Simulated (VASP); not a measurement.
Crystal: SrTiO3.

```xyz
5
Lattice="3.9050 0.0000 0.0000 0.0000 3.9050 0.0000 0.0000 0.0000 3.9050" Properties=species:S:1:pos:R:3 pbc="T T T"
Sr    0.0000    0.0000    0.0000
Ti    1.9525    1.9525    1.9525
O     1.9525    1.9525    0.0000
O     1.9525    0.0000    1.9525
O     0.0000    1.9525    1.9525
```

Base run:

| Property | Result |
| --- | --- |
| Program | VASP 6.6.1 |
| Functional | PBE |
| Potentials or basis | VASP PAW PBE potentials, release 64 (Sr_sv, Ti_sv, O) |
| Cutoff | 600 eV |
| k mesh | 4 × 4 × 4 |
| Occupations | gaussian, width 0.01 eV |
| Spin | no spin polarisation |

Its results: band gap on the k mesh 1.84 eV, indirect (least direct gap 2.19 eV); pressure 4.8 GPa.

The run is repeated on the same cell with these changes: k mesh from 4 × 4 × 4 to 5 × 5 × 5. What comes out?

Band gap on the k mesh 1.98 eV, indirect (least direct gap 2.21 eV); pressure 4.8 GPa.

A k mesh can miss the band edges.
